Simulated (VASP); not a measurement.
Wanted: the native input for a VASP 6.6.1 run.

```yaml
Task: single point
Functional: PBE
Potentials_or_basis: VASP PAW PBE potentials, release 64 (Se, In_d, Te, Bi_d)
Cutoff: 520 eV
k_mesh: 2 × 2 × 2, shifted
Occupations: gaussian, width 0.1 eV
Spin: no spin polarisation
Dipole_correction: no
Further_INCAR_settings: LREAL = Auto; ALGO = Normal; EDIFF = 1e-06; NBANDS = 139; ISYM = 0
```

The structure of In5Bi7Te5Se7 lies in POSCAR:

```
In5Bi7Te5Se7
1.0
   -6.5077540263     -6.6041964159     -0.1335822920
    0.2477751965      6.4900035114      6.3879846288
   -6.0781449875      6.0410050851     -6.1867613990
Se In Te Bi
7 5 5 7
Direct
    0.4861460333      0.5016147527      0.4817071858
   -0.0070222574      0.4765238582      0.4883894501
    0.3363904420      0.6652247911      0.1749426529
    0.1775285629      0.8269701555      0.8546367743
    0.9870040197      1.0127519980      0.4865892409
    0.3397854993      0.1634740845      0.1737930872
    0.8261027012      0.1636835037      0.1733625886
    0.3219910398      0.1730270167      0.6520100795
    0.4927167672      0.4934274141      0.0191432943
    0.8344448944      0.6643422505      0.6421271926
    0.3167817262      0.6569972133      0.6607495188
    0.1700958757      0.8323298800      0.3335732579
    0.1712540547      0.3335075439      0.8405879844
    0.6770239645      0.3237575258      0.8373380407
    0.8387231455      0.6671861355      0.1694679021
    0.6742781805      0.8400595589      0.8402841224
    0.5074721417      0.0014048283      0.5035100665
    0.4901140213      0.9950666500      0.0079631673
    0.0003525894      1.0149669858      1.0135318214
    0.8442451902      0.1685884364      0.6610303967
    0.6695875535      0.3258118401      0.3317554089
    0.1645637645      0.3271938349      0.3299798930
    1.0138691328      0.5178593779      0.9990560021
    0.6561442509      0.8290993115      0.3365884554
```

The input as run:

INCAR

```
SYSTEM = In5Bi7Te5Se7
PREC = Accurate
ENCUT = 520
EDIFF = 1E-6
ISMEAR = 0
SIGMA = 0.1
LREAL = Auto
LASPH = .True.
NELM = 60
ALGO = Normal
ISIF = 2
LWAVE = .False.
LCHARG = .False.
GGA = PE
NBANDS = 139
ISYM = 0
```

KPOINTS

```
Automatic mesh
0
Gamma
  2 2 2
  0.5 0.5 0.5
```

Potentials or basis: VASP PAW PBE potentials, release 64 (Se, In_d, Te, Bi_d).

Run with:

```console
$ cat potpaw_PBE.64/Se/POTCAR potpaw_PBE.64/In_d/POTCAR potpaw_PBE.64/Te/POTCAR potpaw_PBE.64/Bi_d/POTCAR > POTCAR
$ mpirun -np 1 vasp_std > vasp.out
```

It gave:

```
Pressure               : -0.1 GPa
Largest force          : 0.038 eV/Å
Band gap on the k mesh : 0.22 eV
```

Caveat: spin-orbit coupling is left out, which moves the levels of the heavy elements; a shifted mesh leaves out Γ, where band edges can lie.

Run time: 10 min on 1 thread of Intel(R) Xeon(R) Platinum 8488C (Sapphire Rapids), on a shared host, peak memory 0.9 GiB.
